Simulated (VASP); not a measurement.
Input of a VASP 6.6.1 run:

File INCAR:

```
SYSTEM = SiC
PREC = Accurate
ENCUT = 520
EDIFF = 1E-7
ISMEAR = 0
SIGMA = 0.01
LREAL = .False.
LASPH = .True.
NELM = 60
ALGO = Normal
ISIF = 2
LWAVE = .False.
LCHARG = .True.
GGA = PE
LELF = .True.
LVHAR = .True.
NBANDS = 11
```

File KPOINTS:

```
regular mesh
0
Gamma
  8 8 8
  0 0 0
```

Contents of POSCAR:

```
SiC
1.0
    0.0000000000      2.2114612034      2.2114612034
    2.2114612034      0.0000000000      2.2114612034
    2.2114612034      2.2114612034      0.0000000000
Si C
1 1
Direct
    0.0000000000      0.0000000000      0.0000000000
    0.2500000000      0.2500000000      0.2500000000
```

Potentials or basis: VASP PAW PBE potentials, release 64 (Si, C).

Launch:

```bash
$ cat potpaw_PBE.64/Si/POTCAR potpaw_PBE.64/C/POTCAR > POTCAR
$ mpirun -np 1 vasp_std > vasp.out
```

(1) What does it give for the pressure?

(2) What does it give for the band gap on the k mesh?

Answers

(1) -5.9 GPa.

(2) 1.40 eV, indirect (least direct gap 4.50 eV).
